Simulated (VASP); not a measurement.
Ir:

```
Ir
1.0
     0.00000    1.92279    1.92279
     1.92279    0.00000    1.92279
     1.92279    1.92279    0.00000
Ir
1
Direct
  0.00000 0.00000 0.00000
```

Base run:

```yaml
Program: VASP 6.6.1
Functional: LDA
Potentials_or_basis: VASP PAW LDA potentials, release 64 (Ir)
Cutoff: 520 eV
k_mesh: 14 × 14 × 14
Occupations: fermi-dirac, width 0.1 eV
Spin: no spin polarisation
```

Its results: pressure -7.5 GPa.

Problem. The run is repeated on the same cell with these changes: functional from LDA to r2SCAN; potentials or basis from VASP PAW LDA potentials, release 64 (Ir) to VASP PAW PBE potentials, release 64 (Ir). What comes out?

Solution. Pressure 2.5 GPa.

Caveats: the PAW data sets were made with another functional, which shifts forces and pressure a little (some runs).
